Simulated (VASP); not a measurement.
# P (Pm-3m) in VASP: further runs

P is run at these levels: PBEsol+D3(BJ); tasks: single point.

All numbers are computed with VASP 6.6.1; they aren't measurements. Logs are shortened: lines on timing, memory, paths and dates and some standing lists are left out, and cuts for length are marked.

### 1 The cell of the first run

It takes space group Pm-3m (No. 221, cubic). Conventional cell: a = 2.102 Å, b = 2.102 Å, c = 2.102 Å, α = 90.00°, β = 90.00°, γ = 90.00°. Within 2.8 Å of P (site symmetry m-3m) lie 6 P at 2.10 Å.

This isn't the form of P at room conditions, which is orthorhombic.

### 2 Single point, PBEsol+D3(BJ)

The input, INCAR:

```
ALGO = Normal
EDIFF = 1E-6
ENCUT = 500
GGA = PS
GGA_COMPAT = F
ISIF = 2
ISMEAR = 0
IVDW = 12
LASPH = T
LCHARG = F
LREAL = F
LWAVE = F
NBANDS = 8
NELM = 120
PREC = Accurate
SIGMA = 0.1
```

The input, KPOINTS:

```
k-points
0
Gamma
  20 20 20
```

The input, POSCAR:

```
P
1.0
    2.1015175872      0.0000000000      0.0000000000
    0.0000000000      2.1015175872      0.0000000000
    0.0000000000      0.0000000000      2.1015175872
P
1
Direct
    0.0000000000      0.0000000000      0.0000000000
```

Potentials or basis: VASP PAW PBE potentials, release 64 (P).

Run with:

```
$ cat potpaw_PBE.64/P/POTCAR > POTCAR
$ mpirun -np 1 vasp_std > vasp.out
```

OUTCAR:

```text
EDIFF = 1E-6
   ENCUT = 500
   GGA = PS
   ISIF = 2
   ISMEAR = 0
   IVDW = 12
   LASPH = T
   LREAL = F
   NELM = 120
   PREC = Accurate
 IVDW          = 12

 ion  position               nearest neighbor table
   1  0.000  0.000  0.000-

  LATTYP: Found a simple cubic cell.
 ALAT       =     2.1015175872

  Lattice vectors:

 A1 = (   2.1015175872,   0.0000000000,   0.0000000000)
 A2 = (   0.0000000000,   2.1015175872,   0.0000000000)
 A3 = (   0.0000000000,   0.0000000000,   2.1015175872)

Analysis of symmetry for initial positions (statically):
=====================================================================
 Subroutine PRICEL returns:
 Original cell was already a primitive cell.

 Routine SETGRP: Setting up the symmetry group for a
 simple cubic supercell.

 Subroutine GETGRP returns: Found 48 space group operations
 (whereof 48 operations were pure point group operations)
 out of a pool of 48 trial point group operations.

The static configuration has the point symmetry O_h .

Analysis of symmetry for dynamics (positions and initial velocities):
=====================================================================
 Subroutine PRICEL returns:
 Original cell was already a primitive cell.

 Routine SETGRP: Setting up the symmetry group for a
 simple cubic supercell.

 Subroutine GETGRP returns: Found 48 space group operations
 (whereof 48 operations were pure point group operations)
 out of a pool of 48 trial point group operations.

The dynamic configuration has the point symmetry O_h .

 Subroutine INISYM returns: Found 48 space group operations
 (whereof 48 operations are pure point group operations),
 and found     1 'primitive' translations

----------------------------------------------------------------------------------------

                                     Primitive cell

  volume of cell :       9.2811

  direct lattice vectors                    reciprocal lattice vectors
     2.101517587  0.000000000  0.000000000     0.475846601  0.000000000  0.000000000
     0.000000000  2.101517587  0.000000000     0.000000000  0.475846601  0.000000000
     0.000000000  0.000000000  2.101517587     0.000000000  0.000000000  0.475846601

  length of vectors
     2.101517587  2.101517587  2.101517587     0.475846601  0.475846601  0.475846601

  position of ions in fractional coordinates (direct lattice)
     0.000000000  0.000000000  0.000000000

  ion indices of the primitive-cell ions
   primitive index   ion index
                 1           1

----------------------------------------------------------------------------------------

 KPOINTS: k-points

Automatic generation of k-mesh.
 Grid dimensions read from file:
 generate k-points for:   20   20   20

 Generating k-lattice:

  Cartesian coordinates                     Fractional coordinates (reciprocal lattice)
     0.023792330  0.000000000  0.000000000     0.050000000  0.000000000  0.000000000
     0.000000000  0.023792330  0.000000000     0.000000000  0.050000000  0.000000000
     0.000000000  0.000000000  0.023792330     0.000000000  0.000000000  0.050000000

  Length of vectors
     0.023792330  0.023792330  0.023792330

  Shift w.r.t. Gamma in fractional coordinates (k-lattice)
     0.000000000  0.000000000  0.000000000

 Subroutine IBZKPT returns following result:
 ===========================================

 Found    286 irreducible k-points:

 Following reciprocal coordinates:
            Coordinates               Weight
  0.000000  0.000000  0.000000      1.000000
  0.050000  0.000000  0.000000      6.000000
  0.100000  0.000000  0.000000      6.000000
  0.150000  0.000000  0.000000      6.000000
  0.200000  0.000000  0.000000      6.000000
  0.250000  0.000000  0.000000      6.000000
[... 16 lines left out ...]
  0.150000  0.100000  0.000000     24.000000
  0.200000  0.100000  0.000000     24.000000
 [... further k-points ...]
   k-points           NKPTS =    286   k-points in BZ     NKDIM =    286   number of bands    NBANDS=      8
   number of dos      NEDOS =    301   number of ions     NIONS =      1
   total plane-waves  NPLWV =   4096
   dimension x,y,z NGX =    16 NGY =   16 NGZ =   16
   dimension x,y,z NGXF=    32 NGYF=   32 NGZF=   32
   ions per type =               1
   NGX,Y,Z   is equivalent  to a cutoff of  12.66, 12.66, 12.66 a.u.
   NGXF,Y,Z  is equivalent  to a cutoff of  25.31, 25.31, 25.31 a.u.
 SYSTEM =  unknown system
   PREC   = accura    normal or accurate (medium, high low for compatibility)
   ISTART =      0    job   : 0-new  1-cont  2-samecut
   ICHARG =      2    charge: 1-file 2-atom 10-const
   ISPIN  =      1    spin polarized calculation?
   LNONCOLLINEAR =      F non collinear calculations
   LSORBIT =      F    spin-orbit coupling
   LASPH  =      T    aspherical Exc in radial PAW
   ENCUT  =  500.0 eV  36.75 Ry    6.06 a.u.   3.83  3.83  3.83*2*pi/ulx,y,z
   NELM   =    120;   NELMIN=  2; NELMDL= -5     # of ELM steps
   EDIFF  = 0.1E-05   stopping-criterion for ELM
   LREAL  =      F    real-space projection
   EDIFFG = 0.1E-04   stopping-criterion for IOM
   NSW    =      0    number of steps for IOM
   IBRION =     -1    ionic relax: 0-MD 1-quasi-New 2-CG
   NFREE  =      0    steps in history (QN), initial steepest desc. (CG)
   ISIF   =      2    stress and relaxation
   ISYM   =      2    0-nonsym 1-usesym 2-fastsym
   POTIM  = 0.5000    time-step for ionic-motion
   TEBEG  =    0.0;   TEEND  =   0.0 temperature during run
   PSTRESS=    0.0 pullay stress
   NELECT =       5.0000    total number of electrons
   NUPDOWN=      -1.0000    fix difference up-down
   EMIN   =  10.00;   EMAX   =-10.00  energy-range for DOS
   EFERMI =   0.00;   METHOD = LEGACY
   ISMEAR =     0;   SIGMA  =   0.10  broadening in eV -4-tet -1-fermi 0-gaus
   EFERMI_NEDOS =   21; number of points for ismear=-14 and -15
   IALGO  =     38    algorithm
   IMIX   =      4    mixing-type and parameters
     AMIX     =   0.40;   BMIX     =  1.00
     AMIX_MAG =   1.60;   BMIX_MAG =  1.00
  volume/ion in A,a.u.               =       9.28        62.63
  Fermi-wavevector in a.u.,A,eV,Ry     =   1.332085  2.517275 24.142849  1.774449
  Thomas-Fermi vector in A             =   2.461046
   LORBIT       =      0    0 simple, 1 ext, 2 COOP (PROOUT), +10 PAW based schemes
   GGA     = PS    functional components
   LHFCALC =     F    Hartree Fock is set to
   AEXX    =    0.0000 exact exchange contribution
   IVDW    =    12    specifies the selected vdW correction
   LEPSILON=     F    determine dielectric tensor
   LRPA    =     F    only Hartree local field effects (RPA)
 non-spin polarized calculation
 Gauss-broadening in eV      SIGMA  =   0.10
  energy-cutoff  :      500.00
  volume of cell :        9.28
 maximum number of plane-waves:       251
 NGX is ok and might be reduce to    16
   NGX =  7   NGY =  7   NGZ =  7

 number of electron       5.0000002 magnetization

 Free energy of the ion-electron system (eV)
  ---------------------------------------------------
  ext. energy  EPLUGINS =         0.00000000
  ---------------------------------------------------
  free energy    TOTEN  =        -4.37295334 eV

  energy without entropy =       -4.37159100  energy(sigma->0) =       -4.37227217

 E-fermi :  16.9623     XC(G=0): -13.4226

 val. band max:       16.9144224946   @ k =   0.1500   0.1500   0.1000
 cond. band min:      16.9898074460   @ k =   0.4500   0.4500   0.2000
 fundamental gap:      0.0753849514
 Fermi energy:        16.9622599419

 k-point     1 :       0.0000    0.0000    0.0000
  band No.  band energies     occupation
      1      -4.7578      2.00000
      2      23.2642      0.00000
      3      23.2642      0.00000
      4      25.1606      0.00000
      5      25.1606      0.00000
      6      25.1606      0.00000
      7      37.6869      0.00000
      8      48.9014      0.00000

 k-point     2 :       0.0500    0.0000    0.0000
  band No.  band energies     occupation
      1      -4.6778      2.00000
      2      21.6402      0.00000
      3      23.3292      0.00000
      4      25.2261      0.00000
      5      25.2261      0.00000
      6      26.7003      0.00000
      7      37.9357      0.00000
      8      48.2664      0.00000

 k-point     3 :       0.1000    0.0000    0.0000
  band No.  band energies     occupation
      1      -4.4383      2.00000
      2      19.3271      0.00000
      3      23.5221      0.00000
      4      25.4225      0.00000
      5      25.4225      0.00000
      6      28.7393      0.00000
      7      38.6934      0.00000
      8      46.7224      0.00000

 k-point     4 :       0.1500    0.0000    0.0000
  band No.  band energies     occupation
      1      -4.0398      2.00000
      2      16.9914      0.68053
      3      23.8372      0.00000
      4      25.7493      0.00000
      5      25.7493      0.00000
      6      30.5763      0.00000
      7      39.9606      0.00000
      8      44.7952      0.00000

 k-point     5 :       0.2000    0.0000    0.0000
  band No.  band energies     occupation
      1      -3.4840      2.00000
      2      14.7080      2.00000
      3      24.2634      0.00000
      4      26.2054      0.00000
      5      26.2054      0.00000
      6      32.1493      0.00000
      7      41.6416      0.00000
      8      42.7715      0.00000
[... 177 lines left out ...]
 k-point    22 :       0.1000    0.1000    0.0000
  band No.  band energies     occupation
      1      -4.1191      2.00000
      2      18.8275      0.00000
      3      20.6586      0.00000
      4      25.6839      0.00000
      5      27.1321      0.00000
      6      30.7394      0.00000
      7      39.4012      0.00000
      8      44.2692      0.00000

 k-point    23 :       0.1500    0.1000    0.0000
  band No.  band energies     occupation
      1      -3.7213      2.00000
      2      17.0607      0.16391
      3      20.4664      0.00000
      4      26.0101      0.00000
      5      27.6548      0.00000
      6      32.4978      0.00000
      7      40.1178      0.00000
      8      42.5397      0.00000

 k-point    24 :       0.2000    0.1000    0.0000
  band No.  band energies     occupation
      1      -3.1663      2.00000
      2      14.9055      2.00000
      3      20.8226      0.00000
      4      26.4651      0.00000
      5      28.1629      0.00000
      6      34.0863      0.00000
      7      39.5296      0.00000
      8      42.5408      0.00000

 [... further k-points ...]

------------------------ aborting loop because EDIFF is reached ----------------------------------------

 Edisp (eV)   -0.61735

 E8    (eV) :    -0.3673

  FORCE on cell =-STRESS in cart. coord.  units (eV):
  Direction    XX          YY          ZZ          XY          YZ          ZX
  --------------------------------------------------------------------------------------
  -------------------------------------------------------------------------------------
  Total       6.99774     6.99774     6.99774     0.00000    -0.00000     0.00000
  in kB    1208.00674  1208.00674  1208.00674     0.00000    -0.00000     0.00000
  external pressure =     1208.01 kB  Pullay stress =        0.00 kB

 VOLUME and BASIS-vectors are now :
 -----------------------------------------------------------------------------
  energy-cutoff  :      500.00
  volume of cell :        9.28
      direct lattice vectors                 reciprocal lattice vectors
     2.101517587  0.000000000  0.000000000     0.475846601  0.000000000  0.000000000
     0.000000000  2.101517587  0.000000000     0.000000000  0.475846601  0.000000000
     0.000000000  0.000000000  2.101517587     0.000000000  0.000000000  0.475846601

 POSITION                                       TOTAL-FORCE (eV/Angst)
 -----------------------------------------------------------------------------------
      0.00000      0.00000      0.00000         0.000000      0.000000      0.000000
 -----------------------------------------------------------------------------------
    total drift:                                0.000000     -0.000000      0.000000

  FREE ENERGIE OF THE ION-ELECTRON SYSTEM (eV)
  ---------------------------------------------------
  free  energy   TOTEN  =        -4.9902986603 eV

  energy  without entropy=       -4.9889363271  energy(sigma->0) =       -4.98961749
```

It took 9.2 s on 1 thread of AMD EPYC 7R13 (Zen 3), shared host; peak memory 0.1 GiB.

Results:

```
Free energy                : -4.9903 eV
Pressure                   : 120.8 GPa
Band gap on the k mesh     : zero (an odd number of electrons rules out a gap without spin polarisation)
Dispersion energy per atom : -0.617 eV
```

Levels at points of the mesh, in eV from the Fermi level:
```tsv
k point	band 1	band 2	band 3	band 4	band 5	band 6
(0.00, 0.00, 0.00)	-21.72	6.30	6.30	8.20	8.20	8.20
(0.50, 0.00, 0.00)	-14.64	-13.00	10.07	13.52	13.52	16.76
(0.50, 0.50, 0.00)	-7.48	-7.48	-6.61	-2.22	18.83	20.61
(0.50, 0.50, 0.50)	-2.26	-2.26	-2.26	3.04	3.04	3.04
```

Caveat: the cell stands under pressure; the PAW data sets were made with another functional, which shifts forces and pressure a little; an odd number of electrons without spin polarisation forces a metal; a magnetic or distorted state may lie lower.

(Continued in part 2 of 2.)

The gap in the log of VASP goes by the Fermi energy; the results here count the filled bands.